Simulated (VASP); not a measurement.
# Si (P6_3/mmc) in VASP: a series of runs, part 2 of 2

VASP 6.6.1.

## 4. Single point, PBE+D3(BJ) (strain -0.1000 x Voigt [1, 1, 0, 0, 0, 0])

Input file INCAR:

```
SYSTEM = Si
  PREC = Accurate
  ENCUT = 520
  EDIFF = 1E-6
  ISMEAR = 0
  SIGMA = 0.15
  LREAL = .FALSE.
  LASPH = .TRUE.
  NELM = 100
  ALGO = Normal
  ISIF = 2
  LWAVE = .FALSE.
  LCHARG = .TRUE.
  GGA = PE
  IVDW = 12
  LELF = .TRUE.
  LVHAR = .TRUE.
  NBANDS = 11
```

Input file KPOINTS:

```
Automatic mesh
0
G
  24 24 14
  0 0 0
```

Input file POSCAR:

```
Si
1.0
    2.3732976042      0.0000000000      0.0000000000
   -1.1866488021      2.0553360160      0.0000000000
    0.0000000000      0.0000000000      4.5089914857
Si
2
Direct
    0.3333333333      0.6666666667      0.2500000000
    0.6666666667      0.3333333333      0.7500000000
```

Potentials or basis: VASP PAW PBE potentials, release 64 (Si).

The run is started by

```console
cat potpaw_PBE.64/Si/POTCAR > POTCAR
mpirun -np 1 vasp_std > vasp.out
```

OUTCAR:

```text
SYSTEM = Si
   PREC = Accurate
   ENCUT = 520
   EDIFF = 1E-6
   ISMEAR = 0
   LREAL = .FALSE.
   LASPH = .TRUE.
   NELM = 100
   ISIF = 2
   GGA = PE
   IVDW = 12
 IVDW          = 12

 ion  position               nearest neighbor table
   1  0.333  0.667  0.250-   2 2.64   2 2.64   2 2.64   2 2.64   2 2.64   2 2.64
   2  0.667  0.333  0.750-   1 2.64   1 2.64   1 2.64   1 2.64   1 2.64   1 2.64

  LATTYP: Found a hexagonal cell.
 ALAT       =     2.3732976042
 C/A-ratio  =     1.8998845647

  Lattice vectors:

 A1 = (   2.3732976042,   0.0000000000,   0.0000000000)
 A2 = (  -1.1866488021,   2.0553360160,   0.0000000000)
 A3 = (   0.0000000000,   0.0000000000,   4.5089914857)

Analysis of symmetry for initial positions (statically):
=====================================================================
 Subroutine PRICEL returns:
 Original cell was already a primitive cell.

 Routine SETGRP: Setting up the symmetry group for a
 hexagonal supercell.

 Subroutine GETGRP returns: Found 24 space group operations
 (whereof 12 operations were pure point group operations)
 out of a pool of 24 trial point group operations.

The static configuration has the point symmetry D_3d.
 The point group associated with its full space group is D_6h.

Analysis of symmetry for dynamics (positions and initial velocities):
=====================================================================
 Subroutine PRICEL returns:
 Original cell was already a primitive cell.

 Routine SETGRP: Setting up the symmetry group for a
 hexagonal supercell.

 Subroutine GETGRP returns: Found 24 space group operations
 (whereof 12 operations were pure point group operations)
 out of a pool of 24 trial point group operations.

The dynamic configuration has the point symmetry D_3d.
 The point group associated with its full space group is D_6h.

 Subroutine INISYM returns: Found 24 space group operations
 (whereof 12 operations are pure point group operations),
 and found     1 'primitive' translations

----------------------------------------------------------------------------------------

                                     Primitive cell

  volume of cell :      21.9945

  direct lattice vectors                    reciprocal lattice vectors
     2.373297604  0.000000000  0.000000000     0.421354658  0.243269225  0.000000000
    -1.186648802  2.055336016  0.000000000     0.000000000  0.486538450  0.000000000
     0.000000000  0.000000000  4.508991486     0.000000000  0.000000000  0.221779084

  length of vectors
     2.373297604  2.373297604  4.508991486     0.486538450  0.486538450  0.221779084

  position of ions in fractional coordinates (direct lattice)
     0.333333333  0.666666667  0.250000000
     0.666666667  0.333333333  0.750000000

  ion indices of the primitive-cell ions
   primitive index   ion index
                 1           1
                 2           2

----------------------------------------------------------------------------------------

 KPOINTS: Automatic mesh

Automatic generation of k-mesh.
 Grid dimensions read from file:
 generate k-points for:   24   24   14

 Generating k-lattice:

  Cartesian coordinates                     Fractional coordinates (reciprocal lattice)
     0.017556444  0.010136218  0.000000000     0.041666667  0.000000000  0.000000000
     0.000000000  0.020272435  0.000000000     0.000000000  0.041666667  0.000000000
     0.000000000  0.000000000  0.015841363     0.000000000  0.000000000  0.071428571

  Length of vectors
     0.020272435  0.020272435  0.015841363

  Shift w.r.t. Gamma in fractional coordinates (k-lattice)
     0.000000000  0.000000000  0.000000000

 Subroutine IBZKPT returns following result:
 ===========================================

 Found    488 irreducible k-points:

 Following reciprocal coordinates:
            Coordinates               Weight
  0.000000  0.000000  0.000000      1.000000
  0.041667  0.000000  0.000000      6.000000
  0.083333 -0.000000  0.000000      6.000000
  0.125000 -0.000000  0.000000      6.000000
  0.166667  0.000000  0.000000      6.000000
  0.208333  0.000000  0.000000      6.000000
[... 16 lines left out ...]
  0.416667  0.041667  0.000000     12.000000
  0.458333  0.041667  0.000000     12.000000
 [... further k-points ...]
   k-points           NKPTS =    488   k-points in BZ     NKDIM =    488   number of bands    NBANDS=     11
   number of dos      NEDOS =    301   number of ions     NIONS =      2
   total plane-waves  NPLWV =  11664
   dimension x,y,z NGX =    18 NGY =   18 NGZ =   36
   dimension x,y,z NGXF=    36 NGYF=   36 NGZF=   72
   ions per type =               2
   NGX,Y,Z   is equivalent  to a cutoff of  12.61, 12.61, 13.27 a.u.
   NGXF,Y,Z  is equivalent  to a cutoff of  25.22, 25.22, 26.55 a.u.
 SYSTEM =  Si
   PREC   = accura    normal or accurate (medium, high low for compatibility)
   ISTART =      0    job   : 0-new  1-cont  2-samecut
   ICHARG =      2    charge: 1-file 2-atom 10-const
   ISPIN  =      1    spin polarized calculation?
   LNONCOLLINEAR =      F non collinear calculations
   LSORBIT =      F    spin-orbit coupling
   LASPH  =      T    aspherical Exc in radial PAW
   ENCUT  =  520.0 eV  38.22 Ry    6.18 a.u.   4.41  4.41  8.38*2*pi/ulx,y,z
   NELM   =    100;   NELMIN=  2; NELMDL= -5     # of ELM steps
   EDIFF  = 0.1E-05   stopping-criterion for ELM
   LREAL  =      F    real-space projection
[... 7 lines left out ...]
   TEBEG  =    0.0;   TEEND  =   0.0 temperature during run
   PSTRESS=    0.0 pullay stress
   NELECT =       8.0000    total number of electrons
   NUPDOWN=      -1.0000    fix difference up-down
   EMIN   =  10.00;   EMAX   =-10.00  energy-range for DOS
   EFERMI =   0.00;   METHOD = LEGACY
   ISMEAR =     0;   SIGMA  =   0.15  broadening in eV -4-tet -1-fermi 0-gaus
   EFERMI_NEDOS =   21; number of points for ismear=-14 and -15
   IALGO  =     38    algorithm
   IMIX   =      4    mixing-type and parameters
     AMIX     =   0.40;   BMIX     =  1.00
     AMIX_MAG =   1.60;   BMIX_MAG =  1.00
  volume/ion in A,a.u.               =      11.00        74.21
  Fermi-wavevector in a.u.,A,eV,Ry     =   1.168602  2.208338 18.580537  1.365631
  Thomas-Fermi vector in A             =   2.305087
   LORBIT       =      0    0 simple, 1 ext, 2 COOP (PROOUT), +10 PAW based schemes
   GGA     = PE    functional components
   LHFCALC =     F    Hartree Fock is set to
   AEXX    =    0.0000 exact exchange contribution
   IVDW    =    12    specifies the selected vdW correction
   LEPSILON=     F    determine dielectric tensor
   LRPA    =     F    only Hartree local field effects (RPA)
 non-spin polarized calculation
 Gauss-broadening in eV      SIGMA  =   0.15
  energy-cutoff  :      520.00
  volume of cell :       21.99
 maximum number of plane-waves:       623
 NGX is ok and might be reduce to    18
   NGX =  9   NGY =  9   NGZ = 17

 number of electron       8.0000000 magnetization

 Free energy of the ion-electron system (eV)
  ---------------------------------------------------
  ext. energy  EPLUGINS =         0.00000000
  ---------------------------------------------------
  free energy    TOTEN  =        -9.00474849 eV

  energy without entropy =       -8.99747620  energy(sigma->0) =       -9.00111235

 E-fermi :  14.1686     XC(G=0): -12.3210

 val. band max:       14.1659308715   @ k =   0.2917   0.2083   0.4286
 cond. band min:      14.1743341287   @ k =   0.0833   0.0417   0.4286
 fundamental gap:      0.0084032572
 Fermi energy:        14.1686402254

 k-point     1 :       0.0000    0.0000    0.0000
  band No.  band energies     occupation
      1      -3.0742      2.00000
      2       3.3010      2.00000
      3       4.5866      2.00000
      4      23.1545      0.00000
      5      23.5348      0.00000
      6      27.6348      0.00000
      7      27.6348      0.00000
      8      27.7954      0.00000
      9      27.7954      0.00000
     10      31.6682      0.00000
     11      31.6683      0.00000
[... 309 lines left out ...]
 k-point    24 :       0.4583    0.0417    0.0000
  band No.  band energies     occupation
      1       4.6366      2.00000
      2       5.9593      2.00000
      3      10.7818      2.00000
      4      11.9530      2.00000
      5      12.5125      2.00000
      6      13.6793      2.00000
      7      19.6618      0.00000
      8      23.7506      0.00000
      9      24.7367      0.00000
     10      26.7517      0.00000
     11      27.9159      0.00000

 [... further k-points ...]

------------------------ aborting loop because EDIFF is reached ----------------------------------------

 Edisp (eV)   -1.14079

 E8    (eV) :    -0.4686

  FORCE on cell =-STRESS in cart. coord.  units (eV):
  Direction    XX          YY          ZZ          XY          YZ          ZX
  --------------------------------------------------------------------------------------
  -------------------------------------------------------------------------------------
  Total       6.40776     6.40776     2.55699     0.00000     0.00000     0.00000
  in kB     466.76909   466.76909   186.26259     0.00000     0.00000     0.00000
  external pressure =      373.27 kB  Pullay stress =        0.00 kB

 VOLUME and BASIS-vectors are now :
 -----------------------------------------------------------------------------
  energy-cutoff  :      520.00
  volume of cell :       21.99
      direct lattice vectors                 reciprocal lattice vectors
     2.373297604  0.000000000  0.000000000     0.421354658  0.243269225  0.000000000
    -1.186648802  2.055336016  0.000000000     0.000000000  0.486538450  0.000000000
     0.000000000  0.000000000  4.508991486     0.000000000  0.000000000  0.221779084

 POSITION                                       TOTAL-FORCE (eV/Angst)
 -----------------------------------------------------------------------------------
     -0.00000      1.37022      1.12725         0.000000     -0.000000      0.000000
      1.18665      0.68511      3.38174        -0.000000      0.000000      0.000000
 -----------------------------------------------------------------------------------
    total drift:                                0.000000     -0.000000     -0.000000

  FREE ENERGIE OF THE ION-ELECTRON SYSTEM (eV)
  ---------------------------------------------------
  free  energy   TOTEN  =       -10.1455350849 eV

  energy  without entropy=      -10.1382627974  energy(sigma->0) =      -10.14189894
```

Wall time 34 s (1 thread of Intel Xeon 6975P-C (Granite Rapids), shared host); peak memory 0.21 GiB.

What came out:

```yaml
Free_energy: -10.1455 eV
Pressure: 37.3 GPa
Band_gap_on_the_k_mesh: zero (bands 4 and 5 overlap by 11.94 eV)
Dispersion_energy_per_atom: -0.570 eV
```

Caveat: the cell differs from its parent crystal (strain -0.1000 x Voigt [1, 1, 0, 0, 0, 0]); the stress differs along the axes, from 19 to 47 GPa.

## 5. Overview

```csv
cell,gap on the mesh (eV),pressure (GPa)
"a = 2.868, b = 2.868, c = 4.509 Å, angles 90.0, 90.0, 120.0°, 2 atoms",none,-11.5
"a = 2.901, b = 2.901, c = 4.509 Å, angles 90.0, 90.0, 120.0°, 2 atoms",none,-12.3
"a = 2.373, b = 2.373, c = 4.509 Å, angles 90.0, 90.0, 120.0°, 2 atoms",none,37.3
```

Alike in all rows: task single point; level PBE+D3(BJ); potentials or basis VASP PAW PBE potentials, release 64 (Si); no spin polarisation; k mesh 24 × 24 × 14; cutoff (eV) 520; smearing gaussian 0.15 eV.

Caveats: the cell stands under tension (at least some runs); the stress differs along the axes, from 19 to 47 GPa (at least some runs).

Absolute energies hang on the potentials; compare differences alone.

The gap in the log of VASP goes by the Fermi energy; the results here count the filled bands.